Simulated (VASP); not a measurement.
# MgCdO (P-6m2) in VASP: a series of runs, part 2 of 2

VASP 6.6.1.

**3. Relaxation of cell and atoms, PBE**

This run uses another cell than the first one, of 15.26 Å³/atom.

Input file INCAR:

```
ALGO     = Normal         # electronic algorithm
EDIFF    = 1E-7           # SCF threshold, eV
EDIFFG   = -0.04          # ionic threshold
ENCUT    = 750            # plane-wave cutoff, eV
GGA      = PE             # functional
GGA_COMPAT= F            
IBRION   = 2              # ionic algorithm
ISIF     = 3              # what is computed and relaxed
ISMEAR   = 0              # smearing method
LASPH    = T              # aspherical terms in the spheres
LCHARG   = F              # write CHGCAR
LREAL    = F              # projectors in reciprocal space
LWAVE    = F              # write WAVECAR
NELM     = 120            # most SCF steps
NELMIN   = 4            
NSW      = 90             # ionic steps
PREC     = Accurate       # precision mode
SIGMA    = 0.1            # smearing width, eV
```

Input file KPOINTS:

```
k-points
0
Gamma
  6 6 6
```

Input file POSCAR:

```
MgCdO
1.0
    3.7791498900      0.0000000000      0.0000000000
   -1.8895749400      3.2728398100      0.0000000000
    0.0000000000      0.0000000000      3.7004855400
Mg Cd O
1 1 1
Direct
    0.0000000000      0.0000000000      0.5000000000
    0.3333333300      0.6666666700      0.0000000000
    0.6666666700      0.3333333300      0.0000000000
```

Potentials or basis: VASP PAW PBE potentials, release 64 (Mg_sv, Cd_sv_GW, O).

The run is started by

```console
$ cat potpaw_PBE.64/Mg_sv/POTCAR potpaw_PBE.64/Cd_sv_GW/POTCAR potpaw_PBE.64/O/POTCAR > POTCAR
$ mpirun -np 1 vasp_std > vasp.out
```

OUTCAR:

```text
EDIFF = 1E-7
   EDIFFG = -0.04
   ENCUT = 750
   GGA = PE
   IBRION = 2
   ISIF = 3
   ISMEAR = 0
   LASPH = T
   LREAL = F
   NELM = 120
   NELMIN = 4
   NSW = 90
   PREC = Accurate

 ion  position               nearest neighbor table
   1  0.000  0.000  0.500-
   2  0.333  0.667  0.000-   3 2.18   3 2.18   3 2.18
   3  0.667  0.333  0.000-   2 2.18   2 2.18   2 2.18

  LATTYP: Found a hexagonal cell.
 ALAT       =     3.7791498900
 C/A-ratio  =     0.9791846441

  Lattice vectors:

 A1 = (   3.7791498900,   0.0000000000,   0.0000000000)
 A2 = (  -1.8895749400,   3.2728398100,   0.0000000000)
 A3 = (   0.0000000000,   0.0000000000,   3.7004855400)

Analysis of symmetry for initial positions (statically):
=====================================================================
 Subroutine PRICEL returns:
 Original cell was already a primitive cell.

 Routine SETGRP: Setting up the symmetry group for a
 hexagonal supercell.

 Subroutine GETGRP returns: Found 12 space group operations
 (whereof 12 operations were pure point group operations)
 out of a pool of 24 trial point group operations.

The static configuration has the point symmetry D_3h.

Analysis of symmetry for dynamics (positions and initial velocities):
=====================================================================
 Subroutine PRICEL returns:
 Original cell was already a primitive cell.

 Routine SETGRP: Setting up the symmetry group for a
 hexagonal supercell.

 Subroutine GETGRP returns: Found 12 space group operations
 (whereof 12 operations were pure point group operations)
 out of a pool of 24 trial point group operations.

The dynamic configuration has the point symmetry D_3h.

 Subroutine INISYM returns: Found 12 space group operations
 (whereof 12 operations are pure point group operations),
 and found     1 'primitive' translations

----------------------------------------------------------------------------------------

                                     Primitive cell

  volume of cell :      45.7696

  direct lattice vectors                    reciprocal lattice vectors
     3.779149890  0.000000000  0.000000000     0.264609774  0.152772524  0.000000000
    -1.889574940  3.272839810  0.000000000     0.000000000  0.305545049  0.000000000
[... 96 lines left out ...]
   TEBEG  =    0.0;   TEEND  =   0.0 temperature during run
   PSTRESS=    0.0 pullay stress
   NELECT =      36.0000    total number of electrons
   NUPDOWN=      -1.0000    fix difference up-down
   EMIN   =  10.00;   EMAX   =-10.00  energy-range for DOS
   EFERMI =   0.00;   METHOD = LEGACY
   ISMEAR =     0;   SIGMA  =   0.10  broadening in eV -4-tet -1-fermi 0-gaus
   EFERMI_NEDOS =   21; number of points for ismear=-14 and -15
   IALGO  =     38    algorithm
   IMIX   =      4    mixing-type and parameters
     AMIX     =   0.40;   BMIX     =  1.00
     AMIX_MAG =   1.60;   BMIX_MAG =  1.00
  volume/ion in A,a.u.               =      15.26       102.96
  Fermi-wavevector in a.u.,A,eV,Ry     =   1.511181  2.855718 31.071188  2.283668
  Thomas-Fermi vector in A             =   2.621272
   LORBIT       =      0    0 simple, 1 ext, 2 COOP (PROOUT), +10 PAW based schemes
   GGA     = PE    functional components
   LHFCALC =     F    Hartree Fock is set to
   AEXX    =    0.0000 exact exchange contribution
   IVDW    =     0    specifies the selected vdW correction
   LEPSILON=     F    determine dielectric tensor
   LRPA    =     F    only Hartree local field effects (RPA)
 conjugate gradient relaxation of ions
 non-spin polarized calculation
 Gauss-broadening in eV      SIGMA  =   0.10
  energy-cutoff  :      750.00
  volume of cell :       45.77
 maximum number of plane-waves:      2159
 NGX is ok and might be reduce to    36
   NGX = 17   NGY = 17   NGZ = 17

--------------------------------------- Ionic step        1  -------------------------------------------

 number of electron      36.0000006 magnetization

 Free energy of the ion-electron system (eV)
  ---------------------------------------------------
  ext. energy  EPLUGINS =         0.00000000
  ---------------------------------------------------
  free energy    TOTEN  =        -8.36534125 eV

  energy without entropy =       -8.36478226  energy(sigma->0) =       -8.36506176

 E-fermi :   5.2346     XC(G=0): -10.7403

 val. band max:        5.0906443698   @ k =   0.1667   0.0000   0.5000
 cond. band min:       5.2912300860   @ k =   0.0000   0.0000   0.5000
 fundamental gap:      0.2005857162
 Fermi energy:         5.2346338200

 k-point     1 :       0.0000    0.0000    0.0000
  band No.  band energies     occupation
      1     -97.5608      2.00000
      2     -71.3731      2.00000
      3     -58.6477      2.00000
      4     -58.5990      2.00000
      5     -58.5990      2.00000
      6     -38.1674      2.00000
[... 701 lines left out ...]
--------------------------------------- Ionic step        4  -------------------------------------------

 number of electron      35.9999989 magnetization

 Free energy of the ion-electron system (eV)
  ---------------------------------------------------
  ext. energy  EPLUGINS =         0.00000000
  ---------------------------------------------------
  free energy    TOTEN  =        -8.51737747 eV

  energy without entropy =       -8.51676362  energy(sigma->0) =       -8.51707055

 E-fermi :   4.3362     XC(G=0): -10.2511

 val. band max:        4.2027946346   @ k =   0.1667   0.0000   0.5000
 cond. band min:       4.3809586791   @ k =   0.0000   0.0000   0.5000
 fundamental gap:      0.1781640445
 Fermi energy:         4.3361830281

 k-point     1 :       0.0000    0.0000    0.0000
  band No.  band energies     occupation
      1     -98.3546      2.00000
      2     -72.4253      2.00000
      3     -59.4414      2.00000
      4     -59.3847      2.00000
      5     -59.3847      2.00000
      6     -39.2141      2.00000
[... 621 lines left out ...]
  FREE ENERGIE OF THE ION-ELECTRON SYSTEM (eV)
  ---------------------------------------------------
  free  energy   TOTEN  =        -8.5173774711 eV

  energy  without entropy=       -8.5167636221  energy(sigma->0) =       -8.51707055

 reached required accuracy - stopping structural energy minimisation
```

OSZICAR:

```text
N       E                     dE             d eps       ncg     rms          rms(c)
DAV:   1     0.786005366194E+03    0.78601E+03   -0.28211E+04  1256   0.275E+03
[... 45 lines left out ...]
DAV:   2    -0.851755991012E+01    0.29326E-02   -0.12695E-02  1768   0.278E+00    0.140E-01
DAV:   3    -0.851740978948E+01    0.15012E-03   -0.82066E-04  2058   0.476E-01    0.546E-02
DAV:   4    -0.851738221517E+01    0.27574E-04   -0.14636E-04  2032   0.109E-01    0.176E-02
DAV:   5    -0.851737771854E+01    0.44966E-05   -0.23938E-05  1984   0.371E-02    0.890E-03
DAV:   6    -0.851737806018E+01   -0.34164E-06   -0.55890E-06  1738   0.203E-02    0.644E-03
DAV:   7    -0.851737750023E+01    0.55995E-06   -0.34983E-06  2134   0.206E-02    0.770E-04
DAV:   8    -0.851737747109E+01    0.29138E-07   -0.97336E-08   812   0.418E-03
   4 F= -.85173775E+01 E0= -.85170705E+01  d E =-.152036E+00
```

CONTCAR:

```text
MgCdO
   1.00000000000000
     3.9369435456953710    0.0000000002410653    0.0000000000000000
    -1.9684717674301480    3.4094931243366720   -0.0000000000000000
     0.0000000000000000   -0.0000000000000000    3.7786350945141169
  Mg              Cd              O
     1     1     1
Direct
     0.0000000000000000    0.0000000000000000    0.5000000000000000
     0.3333333300000021    0.6666666699999979    0.0000000000000000
     0.6666666699999979    0.3333333300000021    0.0000000000000000

  0.00000000E+00  0.00000000E+00  0.00000000E+00
  0.00000000E+00  0.00000000E+00  0.00000000E+00
  0.00000000E+00  0.00000000E+00  0.00000000E+00
```

Run time: 2.4 min. Hardware: 1 thread of Intel Xeon Platinum 8488C (Sapphire Rapids), shared host; peak memory 0.25 GiB.

What came out:

```
Free energy                           : -8.5174 eV
Relaxed volume                        : 16.91 Å³/atom
Relaxed cell                          : a = 3.937 Å, b = 3.937 Å, c = 3.779 Å, α = 90.00°, β = 90.00°, γ = 120.00°
Space group after relaxing (to 0.1 Å) : P-6m2 (No. 187)
Energy gained by relaxing             : 50.7 meV/atom
Ionic steps                           : 4
Pressure after relaxing               : 0.0 GPa
Band gap on the k mesh                : zero (bands 18 and 19 overlap by 0.93 eV)
```

The path:
```tsv
step	energy change (eV)	largest force (eV/Å)	pressure (GPa)	volume (Å³)
1	0.0000	0.0000	10.23	45.77
2	-0.1350	0.0000	-2.56	52.52
3	-0.1521	0.0000	0.10	50.62
4	-0.1520	0.0000	-0.05	50.72
```

Final structure:
```
Mg Cd O
1.0
     3.93694    0.00000    0.00000
    -1.96847    3.40949    0.00000
     0.00000    0.00000    3.77864
Mg Cd O
1 1 1
Direct
  0.00000 0.00000 0.50000
  0.33333 0.66667 0.00000
  0.66667 0.33333 0.00000
```

**4. Single point, PBE**

This run uses another cell than the first one, of 17.55 Å³/atom.

Input file INCAR:

```
SYSTEM = MgCdO
PREC = Accurate
ENCUT = 750
EDIFF = 1E-6
ISMEAR = 0
SIGMA = 0.1
LREAL = .FALSE.
LASPH = .TRUE.
NELM = 120
ALGO = Normal
ISIF = 2
LWAVE = .FALSE.
LCHARG = .TRUE.
GGA = PE
LELF = .TRUE.
LVHAR = .TRUE.
NBANDS = 25
GGA_COMPAT = .FALSE.
```

Input file KPOINTS:

```
regular mesh
0
G
  12 12 12
  0 0 0
```

Input file POSCAR:

```
MgCdO
1.0
    3.8839077304      0.0000000000      0.0000000000
   -1.9419538652      3.3635627605      0.0000000000
    0.0000000000      0.0000000000      4.0313534569
Mg Cd O
1 1 1
Direct
    0.0000000000      0.0000000000      0.5000000000
    0.3333333333      0.6666666667      0.0000000000
    0.6666666667      0.3333333333      0.0000000000
```

The run is started by

```console
$ cat potpaw_PBE.64/Mg_sv/POTCAR potpaw_PBE.64/Cd_sv_GW/POTCAR potpaw_PBE.64/O/POTCAR > POTCAR
$ mpirun -np 1 vasp_std > vasp.out
```

Run time: 95 s. Hardware: 1 thread of Intel Xeon 6975P-C (Granite Rapids), shared host; peak memory 0.48 GiB.

It converged, with:

```
Free energy            : -8.5202 eV
Pressure               : -0.4 GPa
Band gap on the k mesh : zero (bands 18 and 19 overlap by 1.30 eV)
```

Levels at points of the mesh, in eV from the Fermi level:
```tsv
k point	band 14	band 15	band 16	band 17	band 18	band 19	band 20	band 21	band 22	band 23
(0.00, 0.00, 0.00)	-8.62	-4.91	-3.46	-2.52	-2.52	4.20	4.20	5.19	5.19	7.92
(0.50, 0.00, 0.00)	-8.53	-6.29	-3.83	-2.68	-1.09	0.62	4.44	4.89	5.06	7.80
(0.00, 0.00, 0.50)	-8.42	-5.66	-2.45	-2.45	-2.37	-0.30	7.29	7.29	7.68	7.68
(0.50, 0.00, 0.50)	-8.46	-5.46	-3.69	-3.55	-1.21	1.55	2.05	2.93	5.71	7.42
```

**5. Single point, PBE**

This run uses another cell than the first one, of 15.26 Å³/atom.

Input file INCAR:

```
PREC     = Accurate       # precision mode
ENCUT    = 750            # plane-wave cutoff, eV
EDIFF    = 1E-6           # SCF threshold, eV
ISMEAR   = 0              # smearing method
SIGMA    = 0.1            # smearing width, eV
LREAL    = F              # projectors in reciprocal space
LASPH    = T              # aspherical terms in the spheres
NELM     = 120            # most SCF steps
ALGO     = Normal         # electronic algorithm
ISIF     = 2              # what is computed and relaxed
LWAVE    = F              # write WAVECAR
LCHARG   = F              # write CHGCAR
GGA      = PE             # functional
NBANDS   = 25             # bands
GGA_COMPAT= F
```

Input file KPOINTS:

```
regular mesh
0
Gamma
  6 6 6
```

Input file POSCAR:

```
MgCdO
1.0
    3.7791498900      0.0000000000      0.0000000000
   -1.8895749400      3.2728398100      0.0000000000
    0.0000000000      0.0000000000      3.7004855400
Mg Cd O
1 1 1
Direct
    0.0000000000      0.0000000000      0.5000000000
    0.3333333300      0.6666666700      0.0000000000
    0.6666666700      0.3333333300      0.0000000000
```

The run is started by

```console
$ cat potpaw_PBE.64/Mg_sv/POTCAR potpaw_PBE.64/Cd_sv_GW/POTCAR potpaw_PBE.64/O/POTCAR > POTCAR
$ mpirun -np 1 vasp_std > vasp.out
```

Wall time 57 s (1 thread of AMD EPYC 7R13 (Zen 3), shared host); peak memory 0.22 GiB.

Results (log left out):

| Item | Value |
| --- | --- |
| Free energy | -8.3653 eV |
| Pressure | 10.2 GPa |
| Band gap on the k mesh | zero (bands 18 and 19 overlap by 1.20 eV) |

Stress tensor (GPa, compression positive):
```
12.25  0.00  0.00
 0.00 12.25  0.00
 0.00  0.00  6.18
```

Levels at points of the mesh, in eV from the Fermi level:
| k point | band 16 | band 17 | band 18 | band 19 | band 20 | band 21 |
| --- | --- | --- | --- | --- | --- | --- |
| (0.00, 0.00, 0.00) | -3.54 | -2.56 | -2.56 | 5.15 | 5.30 | 5.30 |
| (0.50, 0.00, 0.00) | -4.15 | -2.74 | -0.98 | 1.05 | 5.37 | 5.51 |
| (0.00, 0.00, 0.50) | -2.45 | -2.45 | -2.12 | 0.06 | 7.70 | 7.70 |
| (0.50, 0.00, 0.50) | -3.95 | -3.87 | -1.13 | 1.94 | 2.84 | 3.45 |

Caveat: the cell stands under pressure.

**6. The runs side by side**

```tsv
task	cell	k mesh	gap on the mesh (eV)	pressure (GPa)
single point	a = 3.912, b = 3.912, c = 3.896 Å, angles 90.0, 90.0, 120.0°, 3 atoms	6 × 6 × 6	none	-0.3
relaxation of cell and atoms	relaxed from a = 3.779, b = 3.779, c = 3.700 Å, angles 90.0, 90.0, 120.0°, 3 atoms	6 × 6 × 6	none	0.0
single point	a = 3.884, b = 3.884, c = 4.031 Å, angles 90.0, 90.0, 120.0°, 3 atoms	12 × 12 × 12	none	-0.4
single point	a = 3.779, b = 3.779, c = 3.700 Å, angles 90.0, 90.0, 120.0°, 3 atoms	6 × 6 × 6	none	10.2
```

Alike in all rows: level PBE; potentials or basis VASP PAW PBE potentials, release 64 (Mg_sv, Cd_sv_GW, O); no spin polarisation; cutoff (eV) 750; smearing gaussian 0.1 eV.

Caveats: the cell stands under pressure (at least some runs).

Absolute energies hang on the potentials; compare differences alone.
